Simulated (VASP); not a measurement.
Li, 1 atom in the cell. Symmetry: Fm-3m, No. 225, cubic system. The conventional cell has a = 4.378 Å, b = 4.378 Å, c = 4.378 Å, α = 90.00°, β = 90.00°, γ = 90.00°. Within 4.1 Å of Li (site symmetry m-3m) lie 12 Li at 3.10 Å. This isn't the form of Li at room conditions, which is bcc.

```yaml
Program: VASP 6.6.1
Task: single point
Functional: PBE
Potentials_or_basis: VASP PAW PBE potentials, release 64 (Li_sv)
Cutoff: 520 eV
k_mesh: 21 × 21 × 21
Occupations: fermi-dirac, width 0.1 eV
Spin: no spin polarisation
Dipole_correction: no
Further_INCAR_settings: ALGO = Normal; EDIFF = 1e-06; NBANDS = 8
```

Potentials or basis: VASP PAW PBE potentials, release 64 (Li_sv).

Run with:

```bash
$ cat potpaw_PBE.64/Li_sv/POTCAR > POTCAR
$ mpirun -np 1 vasp_std > vasp.out
```

Hardware: 1 thread of Intel Xeon 8259CL (shared host).

Problem. Estimate the wall time of this run.

Solution. Wall time 31 s on 1 thread of Intel Xeon 8259CL (shared host), peak memory 0.16 GiB. Counts: scf iterations 8, k points 286.
